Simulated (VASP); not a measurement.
# TiAs3 (Pm-3m) in VASP: a series of runs

Runs on TiAs3. Level: PBE. Tasks: single point, relaxation of cell and atoms.

Program: VASP 6.6.1. These are calculated values, not measurements. Logs are shortened: lines on timing, memory, paths and dates and some standing lists are left out, and cuts for length are marked.

## 1. The cell of the first run

Symmetry: Pm-3m, No. 221, cubic system. Conventional cell: a = 4.172 Å, b = 4.172 Å, c = 4.172 Å, α = 90.00°, β = 90.00°, γ = 90.00°. Ti (site symmetry m-3m) has 12 As at 2.95 Å within 3.9 Å. As (site symmetry 4/mmm) has 4 Ti at 2.95 Å and 8 As at 2.95 Å within 3.9 Å.

## 2. Single point, PBE

INCAR reads:

```
SYSTEM = TiAs3
  ALGO = Normal
  EDIFF = 1E-6
  ENCUT = 520
  GGA = PE
  ISIF = 2
  ISMEAR = 0
  LASPH = .True.
  LCHARG = .False.
  LREAL = .False.
  LWAVE = .False.
  NBANDS = 22
  NELM = 80
  PREC = Accurate
  SIGMA = 0.1
```

KPOINTS reads:

```
k-points
0
Gamma
  12 12 12
  0 0 0
```

POSCAR reads:

```
TiAs3
1.0
    4.1722098128      0.0000000000      0.0000000000
    0.0000000000      4.1722098128      0.0000000000
    0.0000000000      0.0000000000      4.1722098128
Ti As
1 3
Direct
    0.0000000000      0.0000000000      0.0000000000
    0.0000000000      0.5000000000      0.5000000000
    0.5000000000      0.0000000000      0.5000000000
    0.5000000000      0.5000000000      0.0000000000
```

Potentials or basis: VASP PAW PBE potentials, release 64 (Ti_sv, As).

Launch:

```
$ cat potpaw_PBE.64/Ti_sv/POTCAR potpaw_PBE.64/As/POTCAR > POTCAR
$ mpirun -np 1 vasp_std > vasp.out
```

OUTCAR:

```text
SYSTEM = TiAs3
   EDIFF = 1E-6
   ENCUT = 520
   GGA = PE
   ISIF = 2
   ISMEAR = 0
   LASPH = .True.
   LREAL = .False.
   NELM = 80
   PREC = Accurate

 ion  position               nearest neighbor table
   1  0.000  0.000  0.000-
   2  0.000  0.500  0.500-
   3  0.500  0.000  0.500-
   4  0.500  0.500  0.000-

  LATTYP: Found a simple cubic cell.
 ALAT       =     4.1722098128

  Lattice vectors:

 A1 = (   4.1722098128,   0.0000000000,   0.0000000000)
 A2 = (   0.0000000000,   4.1722098128,   0.0000000000)
 A3 = (   0.0000000000,   0.0000000000,   4.1722098128)

Analysis of symmetry for initial positions (statically):
=====================================================================
 Subroutine PRICEL returns:
 Original cell was already a primitive cell.

 Routine SETGRP: Setting up the symmetry group for a
 simple cubic supercell.

 Subroutine GETGRP returns: Found 48 space group operations
 (whereof 48 operations were pure point group operations)
 out of a pool of 48 trial point group operations.

The static configuration has the point symmetry O_h .

Analysis of symmetry for dynamics (positions and initial velocities):
=====================================================================
 Subroutine PRICEL returns:
 Original cell was already a primitive cell.

 Routine SETGRP: Setting up the symmetry group for a
 simple cubic supercell.

 Subroutine GETGRP returns: Found 48 space group operations
 (whereof 48 operations were pure point group operations)
 out of a pool of 48 trial point group operations.

The dynamic configuration has the point symmetry O_h .

 Subroutine INISYM returns: Found 48 space group operations
 (whereof 48 operations are pure point group operations),
 and found     1 'primitive' translations

----------------------------------------------------------------------------------------

                                     Primitive cell

  volume of cell :      72.6271

  direct lattice vectors                    reciprocal lattice vectors
     4.172209813  0.000000000  0.000000000     0.239681139  0.000000000  0.000000000
     0.000000000  4.172209813  0.000000000     0.000000000  0.239681139  0.000000000
     0.000000000  0.000000000  4.172209813     0.000000000  0.000000000  0.239681139

  length of vectors
     4.172209813  4.172209813  4.172209813     0.239681139  0.239681139  0.239681139

  position of ions in fractional coordinates (direct lattice)
     0.000000000  0.000000000  0.000000000
     0.000000000  0.500000000  0.500000000
     0.500000000  0.000000000  0.500000000
     0.500000000  0.500000000  0.000000000

  ion indices of the primitive-cell ions
   primitive index   ion index
                 1           1
                 2           2
                 3           3
                 4           4

----------------------------------------------------------------------------------------

 KPOINTS: k-points

Automatic generation of k-mesh.
 Grid dimensions read from file:
 generate k-points for:   12   12   12

 Generating k-lattice:

  Cartesian coordinates                     Fractional coordinates (reciprocal lattice)
     0.019973428  0.000000000  0.000000000     0.083333333  0.000000000  0.000000000
     0.000000000  0.019973428  0.000000000     0.000000000  0.083333333  0.000000000
     0.000000000  0.000000000  0.019973428     0.000000000  0.000000000  0.083333333

  Length of vectors
     0.019973428  0.019973428  0.019973428

  Shift w.r.t. Gamma in fractional coordinates (k-lattice)
     0.000000000  0.000000000  0.000000000

 Subroutine IBZKPT returns following result:
 ===========================================

 Found     84 irreducible k-points:

 Following reciprocal coordinates:
            Coordinates               Weight
  0.000000  0.000000  0.000000      1.000000
  0.083333  0.000000  0.000000      6.000000
  0.166667  0.000000  0.000000      6.000000
  0.250000  0.000000  0.000000      6.000000
  0.333333  0.000000  0.000000      6.000000
  0.416667  0.000000  0.000000      6.000000
[... 16 lines left out ...]
  0.333333  0.333333  0.000000     12.000000
  0.416667  0.333333  0.000000     24.000000
 [... further k-points ...]
   k-points           NKPTS =     84   k-points in BZ     NKDIM =     84   number of bands    NBANDS=     22
   number of dos      NEDOS =    301   number of ions     NIONS =      4
   total plane-waves  NPLWV =  32768
   dimension x,y,z NGX =    32 NGY =   32 NGZ =   32
   dimension x,y,z NGXF=    64 NGYF=   64 NGZF=   64
   ions per type =               1   3
   NGX,Y,Z   is equivalent  to a cutoff of  12.75, 12.75, 12.75 a.u.
   NGXF,Y,Z  is equivalent  to a cutoff of  25.50, 25.50, 25.50 a.u.
 SYSTEM =  TiAs3
   PREC   = accura    normal or accurate (medium, high low for compatibility)
   ISTART =      0    job   : 0-new  1-cont  2-samecut
   ICHARG =      2    charge: 1-file 2-atom 10-const
   ISPIN  =      1    spin polarized calculation?
   LNONCOLLINEAR =      F non collinear calculations
   LSORBIT =      F    spin-orbit coupling
   LASPH  =      T    aspherical Exc in radial PAW
   ENCUT  =  520.0 eV  38.22 Ry    6.18 a.u.   7.76  7.76  7.76*2*pi/ulx,y,z
   NELM   =     80;   NELMIN=  2; NELMDL= -5     # of ELM steps
   EDIFF  = 0.1E-05   stopping-criterion for ELM
   LREAL  =      F    real-space projection
   EDIFFG = 0.1E-04   stopping-criterion for IOM
   NSW    =      0    number of steps for IOM
   IBRION =     -1    ionic relax: 0-MD 1-quasi-New 2-CG
   NFREE  =      0    steps in history (QN), initial steepest desc. (CG)
   ISIF   =      2    stress and relaxation
   ISYM   =      2    0-nonsym 1-usesym 2-fastsym
   POTIM  = 0.5000    time-step for ionic-motion
   TEBEG  =    0.0;   TEEND  =   0.0 temperature during run
   PSTRESS=    0.0 pullay stress
   NELECT =      27.0000    total number of electrons
   NUPDOWN=      -1.0000    fix difference up-down
   EMIN   =  10.00;   EMAX   =-10.00  energy-range for DOS
   EFERMI =   0.00;   METHOD = LEGACY
   ISMEAR =     0;   SIGMA  =   0.10  broadening in eV -4-tet -1-fermi 0-gaus
   EFERMI_NEDOS =   21; number of points for ismear=-14 and -15
   IALGO  =     38    algorithm
   IMIX   =      4    mixing-type and parameters
     AMIX     =   0.40;   BMIX     =  1.00
     AMIX_MAG =   1.60;   BMIX_MAG =  1.00
  volume/ion in A,a.u.               =      18.16       122.53
  Fermi-wavevector in a.u.,A,eV,Ry     =   1.177145  2.224481 18.853188  1.385670
  Thomas-Fermi vector in A             =   2.313497
   LORBIT       =      0    0 simple, 1 ext, 2 COOP (PROOUT), +10 PAW based schemes
   GGA     = PE    functional components
   LHFCALC =     F    Hartree Fock is set to
   AEXX    =    0.0000 exact exchange contribution
   IVDW    =     0    specifies the selected vdW correction
   LEPSILON=     F    determine dielectric tensor
   LRPA    =     F    only Hartree local field effects (RPA)
 non-spin polarized calculation
 Gauss-broadening in eV      SIGMA  =   0.10
  energy-cutoff  :      520.00
  volume of cell :       72.63
 maximum number of plane-waves:      1980
 NGX is ok and might be reduce to    32
   NGX = 15   NGY = 15   NGZ = 15

 number of electron      26.9999989 magnetization

 Free energy of the ion-electron system (eV)
  ---------------------------------------------------
  ext. energy  EPLUGINS =         0.00000000
  ---------------------------------------------------
  free energy    TOTEN  =       -21.55494983 eV

  energy without entropy =      -21.53483627  energy(sigma->0) =      -21.54489305

 E-fermi :   7.6737     XC(G=0): -11.0231

 val. band max:        7.6695225524   @ k =   0.0833   0.0833   0.0833
 cond. band min:       7.6759896688   @ k =   0.4167   0.3333   0.0833
 fundamental gap:      0.0064671164
 Fermi energy:         7.6736851303

 k-point     1 :       0.0000    0.0000    0.0000
  band No.  band energies     occupation
      1     -50.1156      2.00000
      2     -26.3818      2.00000
      3     -26.3818      2.00000
      4     -26.3818      2.00000
      5      -7.1215      2.00000
      6      -1.3418      2.00000
[... 14 lines left out ...]
     21      10.8690      0.00000
     22      10.8690      0.00000

 k-point     2 :       0.0833    0.0000    0.0000
  band No.  band energies     occupation
      1     -50.1156      2.00000
      2     -26.3825      2.00000
      3     -26.3817      2.00000
      4     -26.3817      2.00000
      5      -7.0683      2.00000
      6      -1.5743      2.00000
[... 14 lines left out ...]
     21      10.6829      0.00000
     22      10.6829      0.00000

 k-point     3 :       0.1667    0.0000    0.0000
  band No.  band energies     occupation
      1     -50.1155      2.00000
      2     -26.3843      2.00000
      3     -26.3815      2.00000
      4     -26.3815      2.00000
      5      -6.9103      2.00000
      6      -2.1428      2.00000
[... 14 lines left out ...]
     21      10.3425      0.00000
     22      10.3425      0.00000

 k-point     4 :       0.2500    0.0000    0.0000
  band No.  band energies     occupation
      1     -50.1154      2.00000
      2     -26.3867      2.00000
      3     -26.3812      2.00000
      4     -26.3812      2.00000
      5      -6.6533      2.00000
      6      -2.8471      2.00000
[... 14 lines left out ...]
     21      10.3366      0.00000
     22      10.3366      0.00000

 k-point     5 :       0.3333    0.0000    0.0000
  band No.  band energies     occupation
      1     -50.1154      2.00000
      2     -26.3891      2.00000
      3     -26.3809      2.00000
      4     -26.3809      2.00000
      5      -6.3127      2.00000
      6      -3.5577      2.00000
[... 14 lines left out ...]
     21      10.7446      0.00000
     22      11.0767      0.00000

 k-point     6 :       0.4167    0.0000    0.0000
  band No.  band energies     occupation
      1     -50.1153      2.00000
      2     -26.3909      2.00000
      3     -26.3807      2.00000
      4     -26.3807      2.00000
      5      -5.9371      2.00000
      6      -4.1713      2.00000
[... 14 lines left out ...]
     21      11.1642      0.00000
     22      12.2812      0.00000

 k-point     7 :       0.5000    0.0000    0.0000
  band No.  band energies     occupation
      1     -50.1153      2.00000
      2     -26.3916      2.00000
      3     -26.3806      2.00000
      4     -26.3806      2.00000
      5      -5.7231      2.00000
      6      -4.4669      2.00000
[... 324 lines left out ...]
      6      -3.3489      2.00000
[... 14 lines left out ...]
     21      10.8684      0.00000
     22      12.5760      0.00000

 k-point    21 :       0.4167    0.2500    0.0000
  band No.  band energies     occupation
      1     -50.1151      2.00000
      2     -26.3902      2.00000
      3     -26.3855      2.00000
      4     -26.3801      2.00000
      5      -5.4969      2.00000
      6      -3.8828      2.00000
[... 14 lines left out ...]
     21      10.8641      0.00000
     22      13.6371      0.00000

 k-point    22 :       0.5000    0.2500    0.0000
  band No.  band energies     occupation
      1     -50.1151      2.00000
      2     -26.3909      2.00000
      3     -26.3854      2.00000
      4     -26.3800      2.00000
      5      -5.2825      2.00000
      6      -4.1614      2.00000
[... 14 lines left out ...]
     21      10.8534      0.00000
     22      14.0233      0.00000

 k-point    23 :       0.3333    0.3333    0.0000
  band No.  band energies     occupation
      1     -50.1151      2.00000
      2     -26.3882      2.00000
      3     -26.3881      2.00000
      4     -26.3800      2.00000
      5      -5.5382      2.00000
      6      -3.3780      2.00000
[... 14 lines left out ...]
     21      11.3925      0.00000
     22      13.2982      0.00000

 k-point    24 :       0.4167    0.3333    0.0000
  band No.  band energies     occupation
      1     -50.1151      2.00000
      2     -26.3899      2.00000
      3     -26.3879      2.00000
      4     -26.3798      2.00000
      5      -5.1693      2.00000
      6      -3.7250      2.00000
[... 14 lines left out ...]
     21      11.5796      0.00000
     22      13.4273      0.00000

 [... further k-points ...]

------------------------ aborting loop because EDIFF is reached ----------------------------------------

  FORCE on cell =-STRESS in cart. coord.  units (eV):
  Direction    XX          YY          ZZ          XY          YZ          ZX
  --------------------------------------------------------------------------------------
  -------------------------------------------------------------------------------------
  Total        0.0640231      0.0640231      0.0640231      0.0000000     -0.0000000      0.0000000
  in kB        1.4123706      1.4123706      1.4123706      0.0000000     -0.0000000      0.0000000
  external PRESSURE =       1.4123706 kB  Pullay stress =       0.0000000 kB

 VOLUME and BASIS-vectors are now :
 -----------------------------------------------------------------------------
  energy-cutoff  :      520.00
  volume of cell :       72.63
      direct lattice vectors                 reciprocal lattice vectors
     4.172209813  0.000000000  0.000000000     0.239681139  0.000000000  0.000000000
     0.000000000  4.172209813  0.000000000     0.000000000  0.239681139  0.000000000
     0.000000000  0.000000000  4.172209813     0.000000000  0.000000000  0.239681139

 POSITION                                       TOTAL-FORCE (eV/Angst)
 -----------------------------------------------------------------------------------
      0.00000      0.00000      0.00000         0.000000      0.000000      0.000000
      0.00000      2.08610      2.08610         0.000000      0.000000      0.000000
      2.08610      0.00000      2.08610         0.000000      0.000000      0.000000
      2.08610      2.08610      0.00000         0.000000      0.000000      0.000000
 -----------------------------------------------------------------------------------
    total drift:                                0.000000     -0.000000     -0.000000

  FREE ENERGIE OF THE ION-ELECTRON SYSTEM (eV)
  ---------------------------------------------------
  free  energy   TOTEN  =       -21.5549498271 eV

  energy  without entropy=      -21.5348362701  energy(sigma->0) =      -21.54489305
```

Wall time 66 s (1 thread of Intel Xeon Platinum 8488C (Sapphire Rapids), shared host); peak memory 0.25 GiB.

Results:

```
Free energy : -21.5549 eV
Pressure    : 0.1 GPa
```

Levels at points of the mesh, in eV from the Fermi level:
```
           k point  band 10  band 11  band 12  band 13  band 14  band 15  band 16  band 17  band 18  band 19
(0.00, 0.00, 0.00)    -5.16    -0.17    -0.17    -0.17     0.05     0.05     0.40     0.40     0.40     0.53
(0.50, 0.00, 0.00)    -3.29    -2.15    -2.15    -2.14    -1.06    -0.03     0.54     0.74     0.74     2.91
(0.50, 0.50, 0.00)    -2.98    -2.98    -1.91    -1.49    -1.49     0.19     0.30     0.79     2.61     2.61
(0.50, 0.50, 0.50)    -5.83    -5.83    -0.06     0.53     0.53     0.85     0.85     0.85     4.19     4.19
```

## 3. Relaxation of cell and atoms, PBE

This run uses another cell than the first one, of 18.80 Å³/atom, 1.035 times its volume.

INCAR reads:

```
  PREC = Accurate
  ENCUT = 600
  EDIFF = 1E-6
  ISMEAR = 0
  SIGMA = 0.1
  LREAL = False
  LASPH = True
  NELM = 100
  ALGO = Normal
  ISIF = 3
  LWAVE = False
  LCHARG = False
  GGA = PE
  IBRION = 2
  NSW = 100
  EDIFFG = -0.01
```

KPOINTS reads:

```
Automatic mesh
0
Gamma
  12 12 12
```

POSCAR reads:

```
TiAs3
1.0
    4.2206532541      0.0000000000      0.0000000000
    0.0000000000      4.2206532541      0.0000000000
    0.0000000000      0.0000000000      4.2206532541
Ti As
1 3
Direct
    0.0000000000      0.0000000000      0.0000000000
    0.0000000000      0.5000000000      0.5000000000
    0.5000000000      0.0000000000      0.5000000000
    0.5000000000      0.5000000000      0.0000000000
```

Potentials or basis: VASP PAW PBE potentials, release 64 (Ti_sv, As).

Launch:

```
$ cat potpaw_PBE.64/Ti_sv/POTCAR potpaw_PBE.64/As/POTCAR > POTCAR
$ mpirun -np 1 vasp_std > vasp.out
```

Run time: 3.3 min. Hardware: 1 thread of Intel Xeon Platinum 8488C (Sapphire Rapids), shared host; peak memory 0.31 GiB.

The run converged. Its results:

```
Free energy                            : -21.5558 eV
Relaxed volume                         : 18.19 Å³/atom
Relaxed cell                           : a = 4.175 Å, b = 4.175 Å, c = 4.175 Å, α = 90.00°, β = 90.00°, γ = 90.00°
Space group after relaxing (to 0.05 Å) : Pm-3m (No. 221)
Energy gained by relaxing              : 5.5 meV/atom
Ionic steps                            : 3
Pressure after relaxing                : 0.0 GPa
```

Step by step:
```csv
step,energy change (eV),largest force (eV/Å),pressure (GPa),volume (Å³)
1,0.0000,0.0000,-2.81,75.19
2,-0.0172,0.0000,1.46,71.65
3,-0.0220,0.0000,0.00,72.75
```

Final structure:
```
Ti As
1.0
     4.17452    0.00000    0.00000
     0.00000    4.17452    0.00000
     0.00000    0.00000    4.17452
Ti As
1 3
Direct
  0.00000 0.00000 0.00000
  0.00000 0.50000 0.50000
  0.50000 0.00000 0.50000
  0.50000 0.50000 0.00000
```

Levels at points of the mesh, in eV from the Fermi level:
| k point | band 10 | band 11 | band 12 | band 13 | band 14 | band 15 | band 16 | band 17 |
| --- | --- | --- | --- | --- | --- | --- | --- | --- |
| (0.00, 0.00, 0.00) | -5.15 | -0.16 | -0.16 | -0.16 | 0.05 | 0.05 | 0.40 | 0.40 |
| (0.50, 0.00, 0.00) | -3.28 | -2.15 | -2.15 | -2.14 | -1.05 | -0.03 | 0.54 | 0.74 |
| (0.50, 0.50, 0.00) | -2.98 | -2.98 | -1.91 | -1.49 | -1.49 | 0.19 | 0.29 | 0.78 |
| (0.50, 0.50, 0.50) | -5.82 | -5.82 | -0.06 | 0.53 | 0.53 | 0.85 | 0.85 | 0.85 |
